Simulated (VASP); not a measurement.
SnO, 4 atoms in the cell. The structure is orthorhombic, space group Pmn2_1 (No. 31). Conventional cell: a = 3.303 Å, b = 5.611 Å, c = 3.801 Å, α = 90.00°, β = 90.00°, γ = 90.00°. Within 2.8 Å of Sn (site symmetry m) lie 3 O at 2.13 to 2.14 Å. Within 2.9 Å of O (site symmetry m) lie 3 Sn at 2.13 to 2.14 Å and 4 O at 2.85 Å. 

```yaml
Program: VASP 6.6.1
Task: relaxation of shape and atoms at fixed volume
Functional: PBE
Dispersion: D3(BJ)
Potentials_or_basis: VASP PAW PBE potentials, release 64 (Sn_d, O)
Cutoff: 600 eV
k_mesh: 8 × 6 × 6
Occupations: gaussian, width 0.02 eV
Spin: no spin polarisation
Dipole_correction: no
Further_INCAR_settings: ALGO = Normal; EDIFF = 1e-06; IBRION = 2; EDIFFG = -0.01; NSW = 50; ISIF = 4
```

Potentials or basis: VASP PAW PBE potentials, release 64 (Sn_d, O).

Command:

```sh
$ cat potpaw_PBE.64/Sn_d/POTCAR potpaw_PBE.64/O/POTCAR > POTCAR
$ mpirun -np 1 vasp_std > vasp.out
```

Hardware: 1 thread of Oxide Virtual Turin-like Processor (shared host).

Q: How long does it take, and how much memory?

A: Run time: 24 min on 1 thread of Oxide Virtual Turin-like Processor, on a shared host, peak memory 0.27 GiB. Counts: scf iterations 82, k points 80, ion steps 13.
